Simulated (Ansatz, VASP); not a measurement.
# LiH: VASP beside Ansatz

The input POSCAR:

```
LiH
1.0
   -0.0998838136      2.1668666142      2.1668666142
    2.1668666142     -0.0998838136      2.1668666142
    2.1668666142      2.1668666142     -0.0998838136
Li H
1 1
Direct
   -0.0033600337     -0.0033600337     -0.0033600337
    0.2533600337      0.2533600337      0.2533600337
```

Contents of INCAR.step1:

```
SYSTEM = LiH
ALGO = Normal
EDIFF = 1E-5
ENCUT = 520
GGA = PE
ISIF = 2
ISMEAR = 0
LASPH = .True.
LREAL = .False.
LWAVE = .True.
NBANDS = 9
NELM = 60
PREC = Accurate
SIGMA = 0.01
```

The input INCAR.step2:

```
SYSTEM = LiH
ALGO = Normal
EDIFF = 1E-6
ENCUT = 520
GGA = PE
HFSCREEN = 0.2079
ISIF = 2
ISMEAR = 0
ISTART = 1
LASPH = .True.
LCHARG = .True.
LELF = .True.
LHFCALC = .True.
LREAL = .False.
LVHAR = .True.
LWAVE = .False.
NBANDS = 9
NELM = 60
PREC = Accurate
PRECFOCK = Normal
SIGMA = 0.01
```

Contents of KPOINTS:

```
k-points
0
Gamma
  8 8 8
  0 0 0
```

Input for Ansatz:

```yaml
crystal:
  lattice:
    - [-0.0998838136, 2.1668666142, 2.1668666142]
    - [2.1668666142, -0.0998838136, 2.1668666142]
    - [2.1668666142, 2.1668666142, -0.0998838136]
  atoms:
    - { symbol: Li, position: [-0.0033600337, -0.0033600337, -0.0033600337] }
    - { symbol: H, position: [0.2533600337, 0.2533600337, 0.2533600337] }
kpoints:
  mp_grid: { grid: [8, 8, 8] }
  band_path:
    path:
      - [0.0, 0.0, 0.0]
      - [-0.5, -0.5, 0.0]
      - [-0.375, -0.375, 0.25]
      - [-0.375, 0.0, 0.375]
      - [0.0, 0.0, 0.5]
      - [-0.5, -0.25, 0.25]
      - [-0.15, -0.075, 0.425]
    npoints: 1
hamiltonian:
  xc: hse06
scf:
  occupations: { method: fixed }
  n_extra_bands: 4
output:
  forces: true
  stress: true
  eigenvalues: true
```

Change from the starting cell: epitaxial_111 strain +5.7%.

Alike in both runs: task single point; functional HSE06; k mesh 8 × 8 × 8; no spin polarisation.

|  | VASP | Ansatz |
| --- | --- | --- |
| version | VASP 6.6.1 | Ansatz 0.2.0 |
| potentials or method | VASP PAW PBE potentials, release 64 (Li_sv, H) | plane waves, PAW |
| plane-wave cutoff (eV) | 520 | 420 |
| occupations | gaussian, width 0.01 eV | fixed |
| valence electrons in the cell | 4 | 4 |

|  | VASP | Ansatz | Ansatz less VASP |
| --- | --- | --- | --- |
| gap on the k mesh at the Fermi level (eV) | 4.99 | 4.99 | -0.001 |

Ansatz's warnings: stress exchange threshold loose, stress scf threshold loose.

Noted on VASP's run: the cutoff is short for stress, so the pressure is rough.
